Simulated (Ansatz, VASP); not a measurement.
Two plane-wave programs on PbO2

```
CELL_PARAMETERS angstrom
-2.73210 2.73210 4.00699
2.73210 -2.73210 4.00699
2.73210 2.73210 -4.00699
ATOMIC_POSITIONS crystal
Pb 0.00000 0.00000 0.00000
Pb 0.75000 0.25000 0.50000
O 0.37500 0.21748 0.34248
O 0.96748 0.62500 0.84248
O 0.78252 0.12500 0.15752
O 0.87500 0.03252 0.65752
```

Alike in both runs: task single point; functional PBE; k mesh 6 × 6 × 6; occupations gaussian, width 0.1 eV; no spin polarisation.

|  | VASP | Ansatz |
| --- | --- | --- |
| version | VASP 6.6.1 | Ansatz 0.2.0 |
| potentials or method | VASP PAW PBE potentials, release 64 (Pb_d, O), cutoff 520 eV | scalar-relativistic, plane waves, PAW |
| valence electrons in the cell | 52 | 52 |

Ansatz gave:

- gap on the k mesh at the Fermi level (eV): 1.83
- least direct gap on the mesh (eV): 1.83
- rms of the force components (eV/Å): 2.980

**Question.** Which values does VASP return?

**Answer.** gap on the k mesh at the Fermi level (eV): 1.82; least direct gap on the mesh (eV): 1.82; rms of the force components (eV/Å): 2.913.

Atom by atom the forces differ by 0.067 eV/Å (rms over components). The functional is the same, so the differences come from potentials, cutoffs and numerics.

Spin-orbit coupling is off throughout.
